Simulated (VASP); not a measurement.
# NaCl (R-3m) in VASP: further runs, part 2 of 2

VASP 6.6.1. Earlier steps stand in the parts before.

**4. Electric field gradients, PBEsol (equal xy, yz and zx shear strains of +1 %)**

File INCAR:

```
SYSTEM = NaCl
  PREC = Accurate
  ENCUT = 520
  EDIFF = 1E-8
  ISMEAR = -1
  SIGMA = 0.03
  LREAL = .FALSE.
  LASPH = .TRUE.
  NELM = 80
  ALGO = Normal
  ISIF = 2
  LWAVE = .FALSE.
  LCHARG = .FALSE.
  GGA = PS
  LEFG = .TRUE.
  NBANDS = 14
```

File KPOINTS:

```
Automatic mesh
0
G
  9 9 9
  0 0 0
```

File POSCAR:

```
NaCl
1.0
    2.8600000000      0.0143000000      0.0143000000
    0.0143000000      2.8600000000      0.0143000000
    0.0143000000      0.0143000000      2.8600000000
Na Cl
1 1
Direct
    0.0000000000      0.0000000000      0.0000000000
    0.5000000000      0.5000000000      0.5000000000
```

Potentials or basis: VASP PAW PBE potentials, release 64 (Na_pv, Cl).

Started as:

```console
$ cat potpaw_PBE.64/Na_pv/POTCAR potpaw_PBE.64/Cl/POTCAR > POTCAR
$ mpirun -np 1 vasp_std > vasp.out
```

OUTCAR:

```text
SYSTEM = NaCl
   PREC = Accurate
   ENCUT = 520
   EDIFF = 1E-8
   ISMEAR = -1
   LREAL = .FALSE.
   LASPH = .TRUE.
   NELM = 80
   ISIF = 2
   GGA = PS

 ion  position               nearest neighbor table
   1  0.000  0.000  0.000-   2 2.47   2 2.47   2 2.47   2 2.47   2 2.47   2 2.47   2 2.50   2 2.50

   2  0.500  0.500  0.500-   1 2.47   1 2.47   1 2.47   1 2.47   1 2.47   1 2.47   1 2.50   1 2.50

  LATTYP: Found a trigonal (rhomboedric) cell.
 ALAT       =     2.8600714991
 COS(alpha) =     0.0100244988

  Lattice vectors:

 A1 = (   2.8600000000,   0.0143000000,   0.0143000000)
 A2 = (   0.0143000000,   2.8600000000,   0.0143000000)
 A3 = (   0.0143000000,   0.0143000000,   2.8600000000)

Analysis of symmetry for initial positions (statically):
=====================================================================
 Subroutine PRICEL returns:
 Original cell was already a primitive cell.

 Routine SETGRP: Setting up the symmetry group for a
 trigonal (rhombohedral) supercell.

 Subroutine GETGRP returns: Found 12 space group operations
 (whereof 12 operations were pure point group operations)
 out of a pool of 12 trial point group operations.

The static configuration has the point symmetry D_3d.

Analysis of symmetry for dynamics (positions and initial velocities):
=====================================================================
 Subroutine PRICEL returns:
 Original cell was already a primitive cell.

 Routine SETGRP: Setting up the symmetry group for a
 trigonal (rhombohedral) supercell.

 Subroutine GETGRP returns: Found 12 space group operations
 (whereof 12 operations were pure point group operations)
 out of a pool of 12 trial point group operations.

The dynamic configuration has the point symmetry D_3d.

 Subroutine INISYM returns: Found 12 space group operations
 (whereof 12 operations are pure point group operations),
 and found     1 'primitive' translations

----------------------------------------------------------------------------------------

                                     Primitive cell

  volume of cell :      23.3919

  direct lattice vectors                    reciprocal lattice vectors
     2.860000000  0.014300000  0.014300000     0.349667746 -0.001739641 -0.001739641
     0.014300000  2.860000000  0.014300000    -0.001739641  0.349667746 -0.001739641
     0.014300000  0.014300000  2.860000000    -0.001739641 -0.001739641  0.349667746

  length of vectors
     2.860071499  2.860071499  2.860071499     0.349676401  0.349676401  0.349676401

  position of ions in fractional coordinates (direct lattice)
     0.000000000  0.000000000  0.000000000
     0.500000000  0.500000000  0.500000000

  ion indices of the primitive-cell ions
   primitive index   ion index
                 1           1
                 2           2

----------------------------------------------------------------------------------------

 KPOINTS: Automatic mesh

Automatic generation of k-mesh.
 Grid dimensions read from file:
[... 79 lines left out ...]
   EFERMI =   0.00;   METHOD = LEGACY
   ISMEAR =    -1;   SIGMA  =   0.03  broadening in eV -4-tet -1-fermi 0-gaus
   EFERMI_NEDOS =   21; number of points for ismear=-14 and -15
   IALGO  =     38    algorithm
   IMIX   =      4    mixing-type and parameters
     AMIX     =   0.40;   BMIX     =  1.00
     AMIX_MAG =   1.60;   BMIX_MAG =  1.00
  volume/ion in A,a.u.               =      11.70        78.93
  Fermi-wavevector in a.u.,A,eV,Ry     =   1.379629  2.607121 25.897003  1.903376
  Thomas-Fermi vector in A             =   2.504581
   LORBIT       =      0    0 simple, 1 ext, 2 COOP (PROOUT), +10 PAW based schemes
   GGA     = PS    functional components
   LHFCALC =     F    Hartree Fock is set to
   AEXX    =    0.0000 exact exchange contribution
   IVDW    =     0    specifies the selected vdW correction
   LEPSILON=     F    determine dielectric tensor
   LRPA    =     F    only Hartree local field effects (RPA)
 non-spin polarized calculation
  energy-cutoff  :      520.00
  volume of cell :       23.39
 maximum number of plane-waves:       644
 NGX is ok and might be reduce to    24
   NGX = 11   NGY = 11   NGZ = 11

 number of electron      13.9999998 magnetization

 Free energy of the ion-electron system (eV)
  ---------------------------------------------------
  ext. energy  EPLUGINS =         0.00000000
  ---------------------------------------------------
  free energy    TOTEN  =        -4.77807130 eV

  energy without entropy =       -4.77807130  energy(sigma->0) =       -4.77807130

 E-fermi :   7.3493     XC(G=0): -11.5616

 val. band max:        6.7078269433   @ k =   0.4444   0.4444   0.0000
 cond. band min:      11.2589026238   @ k =   0.4444   0.4444   0.0000
 fundamental gap:      4.5510756805
 Fermi energy:         7.3492856171

 k-point     1 :       0.0000    0.0000    0.0000
  band No.  band energies     occupation
      1     -15.8206      2.00000
      2     -15.8206      2.00000
      3     -15.8130      2.00000
      4     -10.2447      2.00000
      5       5.4657      2.00000
      6       5.4657      2.00000
      7       5.5234      2.00000
      8      13.2600      0.00000
      9      13.2600      0.00000
     10      13.9594      0.00000
     11      24.5338      0.00000
     12      24.5338      0.00000
     13      24.7113      0.00000
     14      28.7586      0.00000
[... 377 lines left out ...]
      1     -16.0860      2.00000
      2     -16.0756      2.00000
      3     -15.7529      2.00000
      4      -7.8650      2.00000
      5       1.3417      2.00000
      6       1.4634      2.00000
      7       6.7078      2.00000
      8      11.2589      0.00000
      9      17.2182      0.00000
     10      19.6066      0.00000
     11      19.6090      0.00000
     12      22.0914      0.00000
     13      22.1457      0.00000
     14      28.6563      0.00000

 [... further k-points ...]
[... 5 lines left out ...]
  --------------------------------------------------------------------------------------
  -------------------------------------------------------------------------------------
  Total        8.7752410      8.7752410      8.7752410     -0.0988765     -0.0988765     -0.0988765
  in kB      601.0408630    601.0408630    601.0408630     -6.7723258     -6.7723258     -6.7723258
  external PRESSURE =     601.0408630 kB  Pullay stress =       0.0000000 kB

 VOLUME and BASIS-vectors are now :
 -----------------------------------------------------------------------------
  energy-cutoff  :      520.00
  volume of cell :       23.39
      direct lattice vectors                 reciprocal lattice vectors
     2.860000000  0.014300000  0.014300000     0.349667746 -0.001739641 -0.001739641
     0.014300000  2.860000000  0.014300000    -0.001739641  0.349667746 -0.001739641
     0.014300000  0.014300000  2.860000000    -0.001739641 -0.001739641  0.349667746

 POSITION                                       TOTAL-FORCE (eV/Angst)
 -----------------------------------------------------------------------------------
      0.00000      0.00000      0.00000         0.000000      0.000000      0.000000
      1.44430      1.44430      1.44430        -0.000000     -0.000000      0.000000
 -----------------------------------------------------------------------------------
    total drift:                               -0.000000     -0.000000     -0.000000

  FREE ENERGIE OF THE ION-ELECTRON SYSTEM (eV)
  ---------------------------------------------------
  free  energy   TOTEN  =        -4.7780712974 eV

  energy  without entropy=       -4.7780712974  energy(sigma->0) =       -4.77807130

 Electric field gradients (V/A^2)
---------------------------------------------------------------------
 ion       V_xx      V_yy      V_zz      V_xy      V_xz      V_yz
---------------------------------------------------------------------
   1       0.000    -0.000     0.000     1.014     1.014     1.014
   2       0.000     0.000     0.000     0.342     0.342     0.342
---------------------------------------------------------------------

 Electric field gradients after diagonalization (V/A^2)
 (convention: |V_zz| > |V_xx| > |V_yy|)
----------------------------------------------------------------------
 ion       V_xx      V_yy      V_zz     asymmetry (V_yy - V_xx)/ V_zz
----------------------------------------------------------------------
   1      -1.014    -1.014     2.029       0.000
   2      -0.342    -0.342     0.685       0.000
----------------------------------------------------------------------

           NMR quadrupolar parameters

 Cq : quadrupolar parameter    Cq=e*Q*V_zz/h
 eta: asymmetry parameters     (V_yy - V_xx)/ V_zz
 Q  : nuclear electric quadrupole moment in mb (millibarn)
----------------------------------------------------------------------
 ion       Cq(MHz)       eta       Q (mb)
----------------------------------------------------------------------
   1       0.005       0.000       1.000
   2       0.002       0.000       1.000
----------------------------------------------------------------------
```

OSZICAR:

```text
N       E                     dE             d eps       ncg     rms          rms(c)
DAV:   1     0.106197404636E+03    0.10620E+03   -0.71801E+03  2416   0.121E+03
DAV:   2     0.664231755288E+00   -0.10553E+03   -0.96931E+02  2756   0.319E+02
DAV:   3    -0.499965119961E+01   -0.56639E+01   -0.56344E+01  3004   0.662E+01
DAV:   4    -0.506039723381E+01   -0.60746E-01   -0.60731E-01  2776   0.705E+00
DAV:   5    -0.506127469577E+01   -0.87746E-03   -0.87744E-03  3094   0.885E-01    0.597E+00
DAV:   6    -0.482782306687E+01    0.23345E+00   -0.20009E-01  3432   0.661E+00    0.387E+00
DAV:   7    -0.478021921025E+01    0.47604E-01   -0.11038E-01  3626   0.394E+00    0.165E+00
DAV:   8    -0.477818674977E+01    0.20325E-02   -0.89346E-03  2692   0.112E+00    0.245E-01
DAV:   9    -0.477806784255E+01    0.11891E-03   -0.27028E-04  3214   0.300E-01    0.497E-02
DAV:  10    -0.477807085400E+01   -0.30114E-05   -0.24493E-05  3140   0.101E-01    0.837E-03
DAV:  11    -0.477807118249E+01   -0.32850E-06   -0.41137E-06  2944   0.254E-02    0.594E-03
DAV:  12    -0.477807128470E+01   -0.10221E-06   -0.21814E-07  2872   0.439E-03    0.112E-03
DAV:  13    -0.477807132122E+01   -0.36514E-07   -0.24096E-08  3016   0.104E-03    0.902E-04
DAV:  14    -0.477807129990E+01    0.21319E-07   -0.13007E-09  1724   0.281E-04    0.113E-04
DAV:  15    -0.477807129740E+01    0.25025E-08   -0.18750E-10  1592   0.124E-04
   1 F= -.47780713E+01 E0= -.47780713E+01  d E =-.114053E-10
```

stdout:

```text
POSCAR found type information on POSCAR NaCl
 POSCAR found :  2 types and       2 ions
 scaLAPACK will be used
 -----------------------------------------------------------------------------
|                                                                             |
|                                                                             |
|     You enforced a specific xc type in the INCAR file but a different       |
|     I HOPE YOU KNOW WHAT YOU ARE DOING!                                     |
|                                                                             |
 -----------------------------------------------------------------------------

 LDA part: xc-table for (Slater+PW92), standard interpolation
 POSCAR, INCAR and KPOINTS ok, starting setup
 FFT: planning ... GRIDC
 FFT: planning ... GRID_SOFT
 FFT: planning ... GRID
 WAVECAR not read
 entering main loop
ion   1

ion   2
```

It took 12 s on 1 thread of Intel Xeon Platinum 8488C (Sapphire Rapids), shared host; peak memory 0.15 GiB.

What came out:

```
Free energy            : -4.7781 eV
Pressure               : 60.1 GPa
Band gap on the k mesh : 4.55 eV, direct
```

Levels at points of the mesh, in eV from the valence-band top:
```tsv
k point	band 3	band 4	band 5	band 6	band 7	band 8	band 9	band 10	band 11	band 12
(0.00, 0.00, 0.00)	-22.52	-16.95	-1.24	-1.24	-1.18	6.55	6.55	7.25	17.83	17.83
```

Electric field gradients, principal values (V/Å²):
```
atom   least  middle  greatest (by size)
1 Na  -1.014  -1.014               2.029
2 Cl  -0.342  -0.342               0.685
```

Caveat: the cell differs from its parent crystal (equal xy, yz and zx shear strains of +1 %); without QUAD_EFG the Cq values of the log hold for a quadrupole moment of 1 mb, not for the nuclei; the PAW data sets were made with another functional, which shifts forces and pressure a little.

**5. The runs side by side**

| cell | gap on the mesh (eV) | pressure (GPa) |
| --- | --- | --- |
| a = 2.860 Å, angles 91.1°, 2 atoms | 4.55 | 60.3 |
| a = 2.860 Å, angles 90.6°, 2 atoms | 4.55 | 60.1 |
| a = 2.860 Å, angles 89.4°, 2 atoms | 4.55 | 60.1 |

Alike in all rows: task electric field gradients; level PBEsol; potentials or basis VASP PAW PBE potentials, release 64 (Na_pv, Cl); no spin polarisation; k mesh 9 × 9 × 9; cutoff (eV) 520; smearing fermi-dirac 0.03 eV.

Caveats: the PAW data sets were made with another functional, which shifts forces and pressure a little.

Absolute energies hang on the potentials; compare differences alone.
